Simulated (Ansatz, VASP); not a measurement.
## Two plane-wave programs on B

INCAR

```
PREC = Accurate
ENCUT = 520
EDIFF = 1E-6
ISMEAR = 0
SIGMA = 0.15
LREAL = False
LASPH = True
NELM = 100
ALGO = Normal
ISIF = 2
LWAVE = False
LCHARG = False
NBANDS = 8
```

The input KPOINTS:

```
regular mesh
0
Gamma
  36 36 14
```

The input POSCAR:

```
B
1.0
    1.7257574820      0.0000000000      0.0000000000
   -0.8628787410      1.4945498202      0.0000000000
    0.0000000000      0.0000000000      3.5378201781
B
1
Direct
    0.0000000000      0.0000000000      0.0000000000
```

Input for Ansatz:

```yaml
crystal:
  lattice:
    - [1.725757482, 0.0, 0.0]
    - [-0.862878741, 1.4945498202, 0.0]
    - [0.0, 0.0, 3.5378201781]
  atoms:
    - { symbol: B, position: [0.0, 0.0, 0.0] }
basis:
  ecutwfc: 420
kpoints:
  mp_grid: { grid: [36, 36, 14] }
hamiltonian:
  xc: lda
scf:
  occupations: { method: gaussian, width: 0.15 }
output:
  forces: true
  stress: true
  eigenvalues: true
```

Alike in both runs: task single point; functional LDA; k mesh 36 × 36 × 14; occupations gaussian, width 0.15 eV; no spin polarisation.

|  | VASP | Ansatz |
| --- | --- | --- |
| version | VASP 6.6.1 | Ansatz 0.2.0 |
| potentials or method | VASP PAW LDA potentials, release 64 (B), cutoff 520 eV | scalar-relativistic, plane waves, PAW |
| valence electrons in the cell | 3 | 3 |

```tsv
	VASP	Ansatz	Ansatz less VASP
gap on the k mesh at the Fermi level (eV)	none	none	-
pressure (GPa)	-10.0	-10.1	-0.07
traceless stress, the component that is largest in VASP (GPa)	9.10	9.26	+0.166
```

LDA's correlation is that of Perdew and Zunger in VASP and of Perdew and Wang (1992) in Ansatz. A gap of «none» marks a metal or a gap that the smearing closes.
